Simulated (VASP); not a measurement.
# Hg (Pm-3m) in VASP: notebook

Hg is run at these levels: PBEsol; tasks: single point, relaxation of cell and atoms.

All numbers are computed with VASP 6.6.1; they aren't measurements. Logs are shortened: lines on timing, memory, paths and dates and some standing lists are left out, and cuts for length are marked.

## 1. The cell of the first run

Symmetry: Pm-3m, No. 221, cubic system. The conventional cell has a = 2.940 Å, b = 2.940 Å, c = 2.940 Å, α = 90.00°, β = 90.00°, γ = 90.00°. Hg (site symmetry m-3m) has 6 Hg at 2.94 Å within 3.9 Å.

## 2. Single point, PBEsol

Contents of INCAR:

```
ALGO = Normal
EDIFF = 1E-6
ENCUT = 520
GGA = PS
ISIF = 2
ISMEAR = 0
LASPH = True
LCHARG = True
LELF = True
LREAL = False
LVHAR = True
LWAVE = False
NBANDS = 12
NELM = 100
PREC = Accurate
SIGMA = 0.1
```

Contents of KPOINTS:

```
k-points
0
Gamma
  6 6 6
```

Contents of POSCAR:

```
Hg
1.0
    2.9400507648      0.0000000000      0.0000000000
    0.0000000000      2.9400507648      0.0000000000
    0.0000000000      0.0000000000      2.9400507648
Hg
1
Direct
    0.0000000000      0.0000000000      0.0000000000
```

Potentials or basis: VASP PAW PBE potentials, release 64 (Hg).

On the command line:

```bash
$ cat potpaw_PBE.64/Hg/POTCAR > POTCAR
$ mpirun -np 1 vasp_std > vasp.out
```

OUTCAR:

```text
EDIFF = 1E-6
   ENCUT = 520
   GGA = PS
   ISIF = 2
   ISMEAR = 0
   LASPH = True
   LREAL = False
   NELM = 100
   PREC = Accurate

 ion  position               nearest neighbor table
   1  0.000  0.000  0.000-

  LATTYP: Found a simple cubic cell.
 ALAT       =     2.9400507648

  Lattice vectors:

 A1 = (   2.9400507648,   0.0000000000,   0.0000000000)
 A2 = (   0.0000000000,   2.9400507648,   0.0000000000)
 A3 = (   0.0000000000,   0.0000000000,   2.9400507648)

Analysis of symmetry for initial positions (statically):
=====================================================================
 Subroutine PRICEL returns:
 Original cell was already a primitive cell.

 Routine SETGRP: Setting up the symmetry group for a
 simple cubic supercell.

 Subroutine GETGRP returns: Found 48 space group operations
 (whereof 48 operations were pure point group operations)
 out of a pool of 48 trial point group operations.

The static configuration has the point symmetry O_h .

Analysis of symmetry for dynamics (positions and initial velocities):
=====================================================================
 Subroutine PRICEL returns:
 Original cell was already a primitive cell.

 Routine SETGRP: Setting up the symmetry group for a
 simple cubic supercell.

 Subroutine GETGRP returns: Found 48 space group operations
 (whereof 48 operations were pure point group operations)
 out of a pool of 48 trial point group operations.

The dynamic configuration has the point symmetry O_h .

 Subroutine INISYM returns: Found 48 space group operations
 (whereof 48 operations are pure point group operations),
 and found     1 'primitive' translations

----------------------------------------------------------------------------------------

                                     Primitive cell

  volume of cell :      25.4135

  direct lattice vectors                    reciprocal lattice vectors
     2.940050765  0.000000000  0.000000000     0.340130181  0.000000000  0.000000000
     0.000000000  2.940050765  0.000000000     0.000000000  0.340130181  0.000000000
     0.000000000  0.000000000  2.940050765     0.000000000  0.000000000  0.340130181

  length of vectors
     2.940050765  2.940050765  2.940050765     0.340130181  0.340130181  0.340130181

[... 71 lines left out ...]
   ENCUT  =  520.0 eV  38.22 Ry    6.18 a.u.   5.47  5.47  5.47*2*pi/ulx,y,z
   NELM   =    100;   NELMIN=  2; NELMDL= -5     # of ELM steps
   EDIFF  = 0.1E-05   stopping-criterion for ELM
   LREAL  =      F    real-space projection
[... 7 lines left out ...]
   TEBEG  =    0.0;   TEEND  =   0.0 temperature during run
   PSTRESS=    0.0 pullay stress
   NELECT =      12.0000    total number of electrons
   NUPDOWN=      -1.0000    fix difference up-down
   EMIN   =  10.00;   EMAX   =-10.00  energy-range for DOS
   EFERMI =   0.00;   METHOD = LEGACY
   ISMEAR =     0;   SIGMA  =   0.10  broadening in eV -4-tet -1-fermi 0-gaus
   EFERMI_NEDOS =   21; number of points for ismear=-14 and -15
   IALGO  =     38    algorithm
   IMIX   =      4    mixing-type and parameters
     AMIX     =   0.40;   BMIX     =  1.00
     AMIX_MAG =   1.60;   BMIX_MAG =  1.00
  volume/ion in A,a.u.               =      25.41       171.50
  Fermi-wavevector in a.u.,A,eV,Ry     =   1.274815  2.409051 22.111545  1.625153
  Thomas-Fermi vector in A             =   2.407562
   LORBIT       =      0    0 simple, 1 ext, 2 COOP (PROOUT), +10 PAW based schemes
   GGA     = PS    functional components
   LHFCALC =     F    Hartree Fock is set to
   AEXX    =    0.0000 exact exchange contribution
   IVDW    =     0    specifies the selected vdW correction
   LEPSILON=     F    determine dielectric tensor
   LRPA    =     F    only Hartree local field effects (RPA)
 non-spin polarized calculation
 Gauss-broadening in eV      SIGMA  =   0.10
  energy-cutoff  :      520.00
  volume of cell :       25.41
 maximum number of plane-waves:       696
 NGX is ok and might be reduce to    24
   NGX = 11   NGY = 11   NGZ = 11

 number of electron      11.9999998 magnetization

 Free energy of the ion-electron system (eV)
  ---------------------------------------------------
  ext. energy  EPLUGINS =         0.00000000
  ---------------------------------------------------
  free energy    TOTEN  =        -0.57887834 eV

  energy without entropy =       -0.57767289  energy(sigma->0) =       -0.57827561

 E-fermi :   2.1966     XC(G=0): -10.5701

 val. band max:        1.6044410394   @ k =   0.5000   0.1667   0.1667
 cond. band min:       2.2944007811   @ k =   0.5000   0.3333   0.3333
 fundamental gap:      0.6899597417
 Fermi energy:         2.1965889918

 k-point     1 :       0.0000    0.0000    0.0000
  band No.  band energies     occupation
      1      -6.7139      2.00000
      2      -6.1580      2.00000
      3      -6.1580      2.00000
      4      -3.7823      2.00000
      5      -3.7823      2.00000
      6      -3.7823      2.00000
      7      12.4573      0.00000
      8      12.4573      0.00000
      9      12.4573      0.00000
     10      16.0259      0.00000
     11      17.9688      0.00000
     12      17.9688      0.00000
[... 271 lines left out ...]
 k-point    20 :       0.5000    0.5000    0.5000
  band No.  band energies     occupation
      1      -5.5869      2.00000
      2      -5.5869      2.00000
      3      -5.5869      2.00000
      4      -3.0646      2.00000
      5      -3.0646      2.00000
      6       7.0095      0.00000
      7       7.0095      0.00000
      8       7.0095      0.00000
      9       7.4803      0.00000
     10      10.6921      0.00000
     11      13.6821      0.00000
     12      13.6821      0.00000

------------------------ aborting loop because EDIFF is reached ----------------------------------------

  FORCE on cell =-STRESS in cart. coord.  units (eV):
  Direction    XX          YY          ZZ          XY          YZ          ZX
  --------------------------------------------------------------------------------------
  -------------------------------------------------------------------------------------
  Total        0.0387877      0.0387877      0.0387877      0.0000000     -0.0000000      0.0000000
  in kB        2.4453420      2.4453420      2.4453420      0.0000000     -0.0000000      0.0000000
  external PRESSURE =       2.4453420 kB  Pullay stress =       0.0000000 kB

 VOLUME and BASIS-vectors are now :
 -----------------------------------------------------------------------------
  energy-cutoff  :      520.00
  volume of cell :       25.41
      direct lattice vectors                 reciprocal lattice vectors
     2.940050765  0.000000000  0.000000000     0.340130181  0.000000000  0.000000000
     0.000000000  2.940050765  0.000000000     0.000000000  0.340130181  0.000000000
     0.000000000  0.000000000  2.940050765     0.000000000  0.000000000  0.340130181

 POSITION                                       TOTAL-FORCE (eV/Angst)
 -----------------------------------------------------------------------------------
      0.00000      0.00000      0.00000         0.000000      0.000000      0.000000
 -----------------------------------------------------------------------------------
    total drift:                                0.000000      0.000000      0.000000

  FREE ENERGIE OF THE ION-ELECTRON SYSTEM (eV)
  ---------------------------------------------------
  free  energy   TOTEN  =        -0.5788783421 eV

  energy  without entropy=       -0.5776728877  energy(sigma->0) =       -0.57827561
```

OSZICAR:

```text
N       E                     dE             d eps       ncg     rms          rms(c)
DAV:   1     0.760724564444E+02    0.76072E+02   -0.64339E+03   504   0.957E+02
DAV:   2     0.639795422082E+00   -0.75433E+02   -0.70959E+02   536   0.227E+02
DAV:   3    -0.643142606879E+00   -0.12829E+01   -0.12822E+01   544   0.336E+01
DAV:   4    -0.644390442120E+00   -0.12478E-02   -0.12478E-02   540   0.111E+00
DAV:   5    -0.644392405114E+00   -0.19630E-05   -0.19630E-05   580   0.411E-02    0.398E+00
DAV:   6    -0.585878867225E+00    0.58514E-01   -0.13679E-01   528   0.414E+00    0.296E+00
DAV:   7    -0.579515765754E+00    0.63631E-02   -0.18294E-02   524   0.129E+00    0.135E+00
DAV:   8    -0.578855910999E+00    0.65985E-03   -0.15522E-03   528   0.519E-01    0.667E-02
DAV:   9    -0.578871138650E+00   -0.15228E-04   -0.36426E-06   532   0.172E-02    0.183E-02
DAV:  10    -0.578878349944E+00   -0.72113E-05   -0.59964E-06   520   0.264E-02    0.224E-03
DAV:  11    -0.578878342094E+00    0.78503E-08   -0.54213E-08   292   0.202E-03
   1 F= -.57887834E+00 E0= -.57827561E+00  d E =-.120545E-02
```

Wall time 3.9 s (1 thread of Intel Xeon Platinum 8488C (Sapphire Rapids), shared host); peak memory 0.14 GiB.

What came out:

```yaml
Free_energy: -0.5789 eV
Pressure: 0.2 GPa
Band_gap_on_the_k_mesh: zero (bands 6 and 7 overlap by 6.92 eV)
```

Caveat: the PAW data sets were made with another functional, which shifts forces and pressure a little; spin-orbit coupling is left out, which moves the levels of the heavy elements.

## 3. Relaxation of cell and atoms, PBEsol

This run uses another cell than the first one, of 33.21 Å³/atom.

Contents of INCAR:

```
SYSTEM = Hg
PREC = Accurate
ENCUT = 600
EDIFF = 1E-7
ISMEAR = 0
SIGMA = 0.1
LREAL = .False.
LASPH = .True.
NELM = 100
ALGO = Normal
ISIF = 3
LWAVE = .False.
LCHARG = .False.
GGA = PS
IBRION = 2
NSW = 90
EDIFFG = -0.04
```

Contents of KPOINTS:

```
Automatic mesh
0
Gamma
  6 6 6
  0 0 0
```

Contents of POSCAR:

```
Hg
1.0
    3.2141681307      0.0000000000      0.0000000000
    0.0000000000      3.2141681307      0.0000000000
    0.0000000000      0.0000000000      3.2141681307
Hg
1
Direct
    0.0000000000      0.0000000000      0.0000000000
```

Potentials or basis: VASP PAW PBE potentials, release 64 (Hg).

On the command line:

```bash
$ cat potpaw_PBE.64/Hg/POTCAR > POTCAR
$ mpirun -np 1 vasp_std > vasp.out
```

Run time: 27 s. Hardware: 1 thread of Intel Xeon Platinum 8488C (Sapphire Rapids), shared host; peak memory 0.17 GiB.

The run converged. Its results:

* Free energy: -0.5792 eV
* Relaxed volume: 25.54 Å³/atom
* Relaxed cell: a = 2.945 Å, b = 2.945 Å, c = 2.945 Å, α = 90.00°, β = 90.00°, γ = 90.00°
* Space group after relaxing (to 0.1 Å): Pm-3m (No. 221)
* Energy gained by relaxing: 152.2 meV/atom
* Ionic steps: 7
* Pressure after relaxing: 0.0 GPa
* Band gap on the k mesh: zero (bands 6 and 7 overlap by 6.88 eV)

The path:
```tsv
step	energy change (eV)	largest force (eV/Å)	pressure (GPa)	volume (Å³)
1	0.0000	0.0000	-3.92	33.21
2	-0.0854	0.0000	-3.78	29.45
3	0.2178	0.0000	28.20	19.91
4	-0.1272	0.0000	-3.39	27.70
5	-0.1226	0.0000	5.25	23.59
6	-0.1515	0.0000	-0.63	25.88
7	-0.1522	0.0000	0.04	25.54
```

Final structure:
```
Hg
1.0
     2.94511    0.00000    0.00000
     0.00000    2.94511    0.00000
     0.00000    0.00000    2.94511
Hg
1
Direct
  0.00000 0.00000 0.00000
```

Levels at points of the mesh, in eV from the Fermi level:
| k point | band 4 | band 5 | band 6 | band 7 | band 8 | band 9 |
| --- | --- | --- | --- | --- | --- | --- |
| (0.00, 0.00, 0.00) | -5.96 | -5.96 | -5.96 | 10.25 | 10.25 | 10.25 |
| (0.50, 0.00, 0.00) | -6.71 | -5.90 | -2.73 | -2.07 | 14.34 | 14.34 |
| (0.50, 0.50, 0.00) | -6.59 | -5.30 | 0.93 | 1.32 | 1.32 | 7.37 |
| (0.50, 0.50, 0.50) | -5.25 | -5.25 | 4.81 | 4.81 | 4.81 | 5.24 |

Caveat: the volume moved by over 15 % at a fixed basis, so the end points are rough; the PAW data sets were made with another functional, which shifts forces and pressure a little; spin-orbit coupling is left out, which moves the levels of the heavy elements.

The gap in the log of VASP goes by the Fermi energy; the results here count the filled bands.